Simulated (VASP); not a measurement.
Runs of VASP 6.6.1 on TiAl. The structure is that of space group P4/mmm (No. 123), or close to it. The cells are those of the table. 

```csv
cell,gap on the mesh (eV),pressure (GPa)
"a = 3.272, b = 3.504, c = 3.156 Å, 2 atoms",none,(c)
"a = 3.041, b = 3.388, c = 3.156 Å, 2 atoms",none,-3.5
"a = 3.388, b = 3.504, c = 3.156 Å, 2 atoms",none,-14.4
"a = 2.809, b = 3.156, c = 3.156 Å, 2 atoms",none,18.0
"a = 2.809, b = 2.809, c = 3.156 Å, 2 atoms",none,43.6
"a = 2.925, b = 3.272, c = 3.156 Å, 2 atoms",none,5.5
"a = 2.809, b = 3.041, c = 3.156 Å, 2 atoms",none,25.0
"a = 2.809, b = 3.272, c = 3.156 Å, 2 atoms",none,(b)
"a = 2.809, b = 3.388, c = 3.156 Å, 2 atoms",none,6.7
"a = 3.504, b = 3.504, c = 3.156 Å, 2 atoms",none,(a)
"a = 3.041, b = 3.504, c = 3.156 Å, 2 atoms",none,-6.7
"a = 2.925, b = 3.504, c = 3.156 Å, 2 atoms",none,-2.7
```

Alike in all rows: task single point; level PBEsol; potentials or basis VASP PAW PBE potentials, release 64 (Ti_sv, Al); no spin polarisation; k mesh 14 × 14 × 14; cutoff (eV) 520; smearing gaussian 0.15 eV.

Q: Estimate the missing entries.

A: (a) -15.9; (b) 11.9; (c) -12.4.

Caveats: the PAW data sets were made with another functional, which shifts forces and pressure a little.

A gap of «none» marks levels without a gap at the run's occupations.
